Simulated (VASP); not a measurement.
# Si16C15 (a cell with a defect) in VASP: relaxation of the atoms with PBE

Aim: the relaxation of the atoms of Si16C15 (a cell with a defect) with PBE.

All numbers are computed with VASP 6.6.1; they aren't measurements. Logs are shortened: lines on timing, memory, paths and dates and some standing lists are left out, and cuts for length are marked.

### 1 The cell of the first run

The cell holds a defect, 31 atoms: a = 6.188 Å, b = 6.188 Å, c = 10.129 Å, α = 90.00°, β = 90.00°, γ = 120.00°.

### 2 Relaxation of the atoms, PBE (atoms taken out)

File INCAR:

```
PREC = Accurate
ENCUT = 520
EDIFF = 1E-6
ISMEAR = 0
SIGMA = 0.01
LREAL = Auto
LASPH = True
NELM = 100
ALGO = Normal
ISIF = 2
LWAVE = False
LCHARG = False
GGA = PE
IBRION = 2
NSW = 65
EDIFFG = -0.025
NELECT = 122.0
```

File KPOINTS:

```
Automatic mesh
0
Gamma
  2 2 2
```

File POSCAR:

```
Si16C15
1.0
   -3.0941201802      5.3591733569      0.0000000000
   -3.0941201803     -5.3591733569      0.0000000000
    0.0000000000      0.0000000000     10.1293392031
Si C
16 15
Direct
    0.8333333333      0.1666666667      0.9424126113
    0.3344841610      0.1689683220      0.9383717665
    0.8310316780      0.6655158390      0.9383717665
    0.3344841610      0.6655158390      0.9383717665
    0.1674365127      0.3337182563      0.4375472056
    0.6662817437      0.3337182563      0.4375472056
    0.1666666667      0.8333333333      0.4390229938
    0.6662817437      0.8325634873      0.4375472056
    0.0044038348      0.5088076695      0.6872145575
    0.5000000000      0.5000000000      0.6862032905
    1.0044038348      0.9955961652      0.6872145575
    0.4911923305      0.9955961652      0.6872145575
   -0.0010223314      0.4979553372      0.1885986778
    0.5000000000      0.5000000000      0.1885857588
    0.9989776686      1.0010223314      0.1885986778
    0.5020446628      1.0010223314      0.1885986778
    0.3349166147      0.1698332295      0.7510603227
    0.8301667705      0.6650833853      0.7510603227
    0.3349166147      0.6650833853      0.7510603227
    0.1665699600      0.3332849800      0.2495612945
    0.6667150200      0.3332849800      0.2495612945
    0.1666666667      0.8333333333      0.2477317506
    0.6667150200      0.8334300400      0.2495612945
   -0.0010730701      0.0010730701      0.5007754768
    0.5021461402      0.0010730701      0.5007754768
   -0.0010730701      0.4978538598      0.5007754768
    0.5000000000      0.5000000000      0.5000379924
   -0.0001674044      0.0001674044     -0.0020733677
    0.5003348089      0.0001674044     -0.0020733677
   -0.0001674044      0.4996651911     -0.0020733677
    0.5000000000      0.5000000000      0.0010223550
```

Potentials or basis: VASP PAW PBE potentials, release 64 (Si, C).

Run with:

```sh
> cat potpaw_PBE.64/Si/POTCAR potpaw_PBE.64/C/POTCAR > POTCAR
> mpirun -np 1 vasp_std > vasp.out
```

OUTCAR:

```text
PREC = Accurate
   ENCUT = 520
   EDIFF = 1E-6
   ISMEAR = 0
   LREAL = Auto
   LASPH = True
   NELM = 100
   ISIF = 2
   GGA = PE
   IBRION = 2
   NSW = 65
   EDIFFG = -0.025
   NELECT = 122.0

 ion  position               nearest neighbor table
   1  0.833  0.167  0.942-  29 1.87  30 1.87  28 1.87  16 3.06  13 3.06  15 3.06   2 3.09   3 3.09
                             4 3.09   4 3.09   2 3.09   3 3.09
   2  0.334  0.169  0.938-  31 1.88  28 1.89  29 1.89  17 1.90   3 3.07   4 3.07  14 3.09   1 3.09
                             1 3.09  11 3.10  12 3.10  15 3.11  16 3.11  10 3.11   3 3.12   4 3.12
   3  0.831  0.666  0.938-  31 1.88  28 1.89  30 1.89  18 1.90   4 3.07   2 3.07  14 3.09   1 3.09
                             1 3.09  11 3.10   9 3.10  13 3.11  15 3.11  10 3.11   4 3.12   2 3.12
   4  0.334  0.666  0.938-  31 1.88  30 1.89  29 1.89  19 1.90   3 3.07   2 3.07  14 3.09   1 3.09
                             1 3.09   9 3.10  12 3.10  13 3.11  16 3.11  10 3.11   3 3.12   2 3.12
   5  0.167  0.334  0.438-  27 1.89  24 1.89  26 1.89  20 1.90  10 3.09   6 3.09   8 3.09  14 3.09
                            15 3.09  13 3.09   7 3.09   7 3.09   6 3.10   8 3.10   9 3.11  11 3.11
   6  0.666  0.334  0.438-  27 1.89  26 1.89  25 1.89  21 1.90  10 3.09   5 3.09   8 3.09  14 3.09
                            13 3.09  16 3.09   7 3.09   7 3.09   5 3.10   8 3.10   9 3.11  12 3.11
   7  0.167  0.833  0.439-  25 1.90  26 1.90  24 1.90  22 1.94  12 3.06  11 3.06   9 3.06   8 3.09
                             8 3.09   6 3.09   6 3.09   5 3.09   5 3.09  16 3.11  13 3.11  15 3.11
   8  0.666  0.833  0.438-  27 1.89  24 1.89  25 1.89  23 1.90  10 3.09   5 3.09   6 3.09  14 3.09
                            15 3.09  16 3.09   7 3.09   7 3.09   5 3.10   6 3.10  11 3.11  12 3.11
   9  0.004  0.509  0.687-  19 1.89  18 1.89  26 1.89  12 3.01  11 3.01   7 3.06  10 3.09  10 3.09
[... 16 lines left out ...]
  18  0.830  0.665  0.751-  11 1.89   9 1.89  10 1.89   3 1.90
  19  0.335  0.665  0.751-   9 1.89  12 1.89  10 1.89   4 1.90
  20  0.167  0.333  0.250-  13 1.88  15 1.88  14 1.89   5 1.90
  21  0.667  0.333  0.250-  13 1.88  16 1.88  14 1.89   6 1.90
  22  0.167  0.833  0.248-  16 1.89  13 1.89  15 1.89   7 1.94
  23  0.667  0.833  0.250-  15 1.88  16 1.88  14 1.89   8 1.90
  24  0.999  0.001  0.501-  11 1.89   8 1.89   5 1.89   7 1.90
  25  0.502  0.001  0.501-  12 1.89   6 1.89   8 1.89   7 1.90
  26  0.999  0.498  0.501-   9 1.89   6 1.89   5 1.89   7 1.90
  27  0.500  0.500  0.500-  10 1.89   5 1.89   8 1.89   6 1.89
  28  1.000  0.000  0.998-   1 1.87   2 1.89   3 1.89  15 1.93
  29  0.500  0.000  0.998-   1 1.87   4 1.89   2 1.89  16 1.93
  30  1.000  0.500  0.998-   1 1.87   4 1.89   3 1.89  13 1.93
  31  0.500  0.500  0.001-   3 1.88   4 1.88   2 1.88  14 1.90

  LATTYP: Found a hexagonal cell.
 ALAT       =     6.1882403605
 C/A-ratio  =     1.6368690634

  Lattice vectors:

 A1 = (  -3.0941201802,   5.3591733569,   0.0000000000)
 A2 = (  -3.0941201803,  -5.3591733569,   0.0000000000)
 A3 = (   0.0000000000,   0.0000000000,  10.1293392031)

Analysis of symmetry for initial positions (statically):
=====================================================================
 Subroutine PRICEL returns:
 Original cell was already a primitive cell.

 Routine SETGRP: Setting up the symmetry group for a
 hexagonal supercell.

 Subroutine GETGRP returns: Found  6 space group operations
 (whereof  2 operations were pure point group operations)
 out of a pool of 24 trial point group operations.

The static configuration has the point symmetry C_1h.
 The point group associated with its full space group is C_3v.

Analysis of symmetry for dynamics (positions and initial velocities):
=====================================================================
 Subroutine PRICEL returns:
 Original cell was already a primitive cell.

 Routine SETGRP: Setting up the symmetry group for a
 hexagonal supercell.

 Subroutine GETGRP returns: Found  6 space group operations
 (whereof  2 operations were pure point group operations)
 out of a pool of 24 trial point group operations.

The dynamic configuration has the point symmetry C_1h.
 The point group associated with its full space group is C_3v.

 Subroutine INISYM returns: Found  6 space group operations
 (whereof  2 operations are pure point group operations),
 and found     1 'primitive' translations

----------------------------------------------------------------------------------------

[... 101 lines left out ...]
 ===========================================

 Found      4 irreducible k-points:

 Following reciprocal coordinates:
            Coordinates               Weight
  0.000000  0.000000  0.000000      1.000000
  0.500000  0.000000  0.000000      3.000000
  0.000000  0.000000  0.500000      1.000000
  0.500000  0.000000  0.500000      3.000000
   k-points           NKPTS =      4   k-points in BZ     NKDIM =      4   number of bands    NBANDS=     77
   number of dos      NEDOS =    301   number of ions     NIONS =     31
   total plane-waves  NPLWV = 184320
   dimension x,y,z NGX =    48 NGY =   48 NGZ =   80
   dimension x,y,z NGXF=    96 NGYF=   96 NGZF=  160
   ions per type =              16  15
   NGX,Y,Z   is equivalent  to a cutoff of  12.90, 12.90, 13.13 a.u.
   NGXF,Y,Z  is equivalent  to a cutoff of  25.79, 25.79, 26.26 a.u.
 SYSTEM =  unknown system
   PREC   = accura    normal or accurate (medium, high low for compatibility)
   ISTART =      0    job   : 0-new  1-cont  2-samecut
   ICHARG =      2    charge: 1-file 2-atom 10-const
   ISPIN  =      1    spin polarized calculation?
   LNONCOLLINEAR =      F non collinear calculations
   LSORBIT =      F    spin-orbit coupling
   LASPH  =      T    aspherical Exc in radial PAW
   ENCUT  =  520.0 eV  38.22 Ry    6.18 a.u.  11.51 11.51 18.83*2*pi/ulx,y,z
   NELM   =    100;   NELMIN=  2; NELMDL= -5     # of ELM steps
   EDIFF  = 0.1E-05   stopping-criterion for ELM
   LREAL  =      T    real-space projection
   EDIFFG = -.3E-01   stopping-criterion for IOM
   NSW    =     65    number of steps for IOM
   IBRION =      2    ionic relax: 0-MD 1-quasi-New 2-CG
   NFREE  =      1    steps in history (QN), initial steepest desc. (CG)
   ISIF   =      2    stress and relaxation
   ISYM   =      2    0-nonsym 1-usesym 2-fastsym
   POTIM  = 0.5000    time-step for ionic-motion
   TEBEG  =    0.0;   TEEND  =   0.0 temperature during run
   PSTRESS=    0.0 pullay stress
   NELECT =     122.0000    total number of electrons
   NUPDOWN=      -1.0000    fix difference up-down
   EMIN   =  10.00;   EMAX   =-10.00  energy-range for DOS
   EFERMI =   0.00;   METHOD = LEGACY
   ISMEAR =     0;   SIGMA  =   0.01  broadening in eV -4-tet -1-fermi 0-gaus
   EFERMI_NEDOS =   21; number of points for ismear=-14 and -15
   IALGO  =     38    algorithm
   IMIX   =      4    mixing-type and parameters
     AMIX     =   0.40;   BMIX     =  1.00
     AMIX_MAG =   1.60;   BMIX_MAG =  1.00
  volume/ion in A,a.u.               =      10.84        73.13
  Fermi-wavevector in a.u.,A,eV,Ry     =   1.168009  2.207216 18.561671  1.364244
  Thomas-Fermi vector in A             =   2.304501
   LORBIT       =      0    0 simple, 1 ext, 2 COOP (PROOUT), +10 PAW based schemes
   GGA     = PE    functional components
   LHFCALC =     F    Hartree Fock is set to
   AEXX    =    0.0000 exact exchange contribution
   IVDW    =     0    specifies the selected vdW correction
   LEPSILON=     F    determine dielectric tensor
   LRPA    =     F    only Hartree local field effects (RPA)
 conjugate gradient relaxation of ions
 non-spin polarized calculation
 Gauss-broadening in eV      SIGMA  =   0.01
  energy-cutoff  :      520.00
  volume of cell :      335.93
 maximum number of plane-waves:      9074
 NGX is ok and might be reduce to    48
   NGX = 23   NGY = 23   NGZ = 37

--------------------------------------- Ionic step        1  -------------------------------------------

 number of electron     122.0000002 magnetization

 Free energy of the ion-electron system (eV)
  ---------------------------------------------------
  ext. energy  EPLUGINS =         0.00000000
  ---------------------------------------------------
  free energy    TOTEN  =      -244.55814902 eV

  energy without entropy =     -244.55814815  energy(sigma->0) =     -244.55814858

------------------------ aborting loop because EDIFF is reached ----------------------------------------

  FORCE on cell =-STRESS in cart. coord.  units (eV):
  Direction    XX          YY          ZZ          XY          YZ          ZX
  --------------------------------------------------------------------------------------
  -------------------------------------------------------------------------------------
  Total      -21.5440247    -21.5440247    -29.6377360     -0.0000000      0.0000000      0.0000000
  in kB     -102.7522468   -102.7522468   -141.3544590     -0.0000000      0.0000000      0.0000000
  external PRESSURE =    -115.6196509 kB  Pullay stress =       0.0000000 kB
[... 176 lines left out ...]
  FREE ENERGIE OF THE ION-ELECTRON SYSTEM (eV)
  ---------------------------------------------------
  free  energy   TOTEN  =      -244.7177546279 eV

  energy  without entropy=     -244.7177546279  energy(sigma->0) =     -244.71775463

[... ionic steps 4 to 11 ...]

--------------------------------------- Ionic step       12  -------------------------------------------

 number of electron     122.0000001 magnetization

------------------------ aborting loop because EDIFF is reached ----------------------------------------
[... 125 lines left out ...]
--------------------------------------- Ionic step       14  -------------------------------------------

 number of electron     122.0000001 magnetization

 Free energy of the ion-electron system (eV)
  ---------------------------------------------------
  ext. energy  EPLUGINS =         0.00000000
  ---------------------------------------------------
  free energy    TOTEN  =      -244.77790229 eV

  energy without entropy =     -244.77790229  energy(sigma->0) =     -244.77790229

 E-fermi :   7.8500     XC(G=0): -11.0973

 val. band max:        7.7448274501   @ k =   0.0000   0.0000   0.0000
 cond. band min:       8.3699996187   @ k =   0.5000   0.0000   0.0000
 fundamental gap:      0.6251721686
 Fermi energy:         7.8499567226

 k-point     1 :       0.0000    0.0000    0.0000
  band No.  band energies     occupation
      1      -7.4199      2.00000
      2      -6.3691      2.00000
      3      -6.1577      2.00000
      4      -4.2554      2.00000
      5      -4.2554      2.00000
      6      -4.1069      2.00000
[... 293 lines left out ...]
     72      12.1571      0.00000
     73      13.2371      0.00000
 [bands above 73 left out]

------------------------ aborting loop because EDIFF is reached ----------------------------------------

  FORCE on cell =-STRESS in cart. coord.  units (eV):
  Direction    XX          YY          ZZ          XY          YZ          ZX
  --------------------------------------------------------------------------------------
  -------------------------------------------------------------------------------------
  Total      -20.4459243    -20.4459243    -24.9587491     -0.0000000     -0.0000000     -0.0000000
  in kB      -97.5149576    -97.5149576   -119.0384608     -0.0000000     -0.0000000     -0.0000000
  external PRESSURE =    -104.6894587 kB  Pullay stress =       0.0000000 kB
[... 46 lines left out ...]
  FREE ENERGIE OF THE ION-ELECTRON SYSTEM (eV)
  ---------------------------------------------------
  free  energy   TOTEN  =      -244.7779022897 eV

  energy  without entropy=     -244.7779022897  energy(sigma->0) =     -244.77790229

 reached required accuracy - stopping structural energy minimisation
```

It took 47 min on 1 thread of Oxide Virtual Turin-like, shared host; peak memory 0.46 GiB.

What came out:

```yaml
Free_energy: -244.7779 eV
Energy_gained_by_relaxing: 7.1 meV/atom
Ionic_steps: 14
Largest_force_after_relaxing: 0.018 eV/Å
```

Forces in eV/Å, atoms in the order of the input:
```
Si   0.000  0.000  0.000
Si   0.005  0.003  0.004
Si  -0.005  0.003  0.004
Si   0.000 -0.006  0.004
Si   0.007 -0.004 -0.005
Si   0.000  0.008 -0.005
Si   0.000  0.000  0.001
Si  -0.007 -0.004 -0.005
Si  -0.003 -0.002  0.008
Si   0.000  0.000  0.005
Si   0.000  0.003  0.008
Si   0.003 -0.002  0.008
Si  -0.003 -0.002  0.000
Si   0.000  0.000 -0.018
Si   0.000  0.004  0.000
Si   0.003 -0.002  0.000
C    0.002  0.001 -0.006
C   -0.002  0.001 -0.006
C    0.000 -0.002 -0.006
C    0.002 -0.001  0.006
C    0.000  0.002  0.006
C    0.000  0.000  0.010
C   -0.002 -0.001  0.006
C    0.000  0.002 -0.005
C    0.002 -0.001 -0.005
C   -0.002 -0.001 -0.005
C    0.000  0.000 -0.011
C    0.000 -0.003  0.001
C   -0.002  0.001  0.001
C    0.002  0.001  0.001
C    0.000  0.000  0.005
```

Step by step:
```tsv
step	energy change (eV)	largest force (eV/Å)	pressure (GPa)
1	0.0000	1.3056	-11.56
2	-0.1364	0.6343	-10.75
3	-0.1596	0.5342	-11.00
4	-0.1964	0.2280	-10.62
5	-0.1967	0.2228	-10.65
6	-0.2107	0.1732	-10.55
7	-0.2126	0.1510	-10.49
8	-0.2175	0.0927	-10.46
9	-0.2178	0.0733	-10.45
10	-0.2193	0.0364	-10.46
11	-0.2193	0.0347	-10.46
12	-0.2196	0.0279	-10.47
13	-0.2196	0.0282	-10.47
14	-0.2198	0.0185	-10.47
```

Final structure:
```
CELL_PARAMETERS angstrom
-3.09412 5.35917 0.00000
-3.09412 -5.35917 0.00000
0.00000 0.00000 10.12934
ATOMIC_POSITIONS crystal
Si 0.83333 0.16667 0.95643
Si 0.33474 0.16948 0.93926
Si 0.83052 0.66526 0.93926
Si 0.33474 0.66526 0.93926
Si 0.16888 0.33444 0.43618
Si 0.66556 0.33444 0.43618
Si 0.16667 0.83333 0.43828
Si 0.66556 0.83112 0.43618
Si 0.00873 0.51745 0.68292
Si 0.50000 0.50000 0.68457
Si 0.00873 0.99127 0.68292
Si 0.48255 0.99127 0.68292
Si 0.99905 0.49810 0.19030
Si 0.50000 0.50000 0.18834
Si 0.99905 0.00095 0.19030
Si 0.50190 0.00095 0.19030
C 0.33477 0.16953 0.75078
C 0.83047 0.66523 0.75078
C 0.33477 0.66523 0.75078
C 0.16695 0.33348 0.24926
C 0.66652 0.33348 0.24926
C 0.16667 0.83333 0.24881
C 0.66652 0.83305 0.24926
C 0.99833 0.00167 0.50001
C 0.50333 0.00167 0.50001
C 0.99833 0.49667 0.50001
C 0.50000 0.50000 0.49965
C 0.00073 0.99927 0.99856
C 0.49855 0.99927 0.99856
C 0.00073 0.50145 0.99856
C 0.50000 0.50000 0.00027
```

Caveat: the k points lie up to 0.59 Å⁻¹ apart; the cell carries a net charge on a neutralising background, which shifts energy and pressure; the cell differs from its parent crystal (atoms taken out); the cell is charged against a uniform background, so pressure and absolute levels hang on convention.
